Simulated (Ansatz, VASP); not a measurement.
Given: the input of a run of VASP 6.6.1 on TiCo.

File INCAR:

```
SYSTEM = TiCo
PREC = Accurate ; ENCUT = 600
EDIFF = 1E-6 ; ISMEAR = -1
SIGMA = 0.05 ; LREAL = .FALSE.
LASPH = .TRUE. ; NELM = 200
ALGO = Normal ; ISIF = 2
LWAVE = .FALSE. ; LCHARG = .FALSE.
ISPIN = 2 ; MAGMOM = 3 1.5
LORBIT = 11 ; NUPDOWN = 4.5
LMAXMIX = 4 ; GGA = PE
NBANDS = 26 ; GGA_COMPAT = .FALSE.
```

KPOINTS

```
regular mesh
0
G
  8 8 8
  0 0 0
```

POSCAR

```
TiCo
1.0
    2.9861109900      0.0000000000      0.0000000000
    0.0000000000      2.9861109900      0.0000000000
    0.0000000000      0.0000000000      2.9861109900
Co Ti
1 1
Direct
    0.5000000000      0.5000000000      0.5000000000
    0.0000000000      0.0000000000      0.0000000000
```

Potentials or basis: VASP PAW PBE potentials, release 64 (Co_sv, Ti_sv).

The run is started by

```console
$ cat potpaw_PBE.64/Co_sv/POTCAR potpaw_PBE.64/Ti_sv/POTCAR > POTCAR
$ mpirun -np 1 vasp_std > vasp.out
```

Task: Translate it to Ansatz 0.2.0. Potentials there: Ansatz PAW.

Result: As run (the cutoff follows the program's own potentials):

File input.yaml:

```yaml
crystal:
  lattice:
    - [2.98611099, 0.0, 0.0]
    - [0.0, 2.98611099, 0.0]
    - [0.0, 0.0, 2.98611099]
  atoms:
    - { symbol: Co, position: [0.5, 0.5, 0.5], spin: 3.0 }
    - { symbol: Ti, position: [0.0, 0.0, 0.0], spin: 1.5 }
hamiltonian:
  xc: pbe
  pseudopotentials: { kind: paw }
magnetization:
  spin_polarized: true
  initial_magnetization: 4.5
  spin_locking: { lock_magnetization: hard }
kpoints:
  mp_grid: { grid: [8, 8, 8] }
scf:
  occupations: { method: fermi_dirac, width: 0.05 }
  lower_state_search: "off"
output:
  forces: true
  stress: true
  eigenvalues: true
```

Potentials or basis: Ansatz PAW.

The run is started by

```sh
$ ansatz run input.yaml --threads 2 --pin off --max-ram 5632MiB --backend cpu --events-out ev --progress --plain --runs-dir out
```

Both were run:

|  | VASP | Ansatz | Ansatz less VASP |
| --- | --- | --- | --- |
| pressure (GPa) | 23.9 | 25.5 | +1.63 |
| net moment per atom (μB) | 2.25 | 2.25 | 0.000 |
| size of the moment on the site where the two differ most (μB) | 2.14 | 2.32 | +0.182 |

Site moments also hang on the region over which each program counts them.
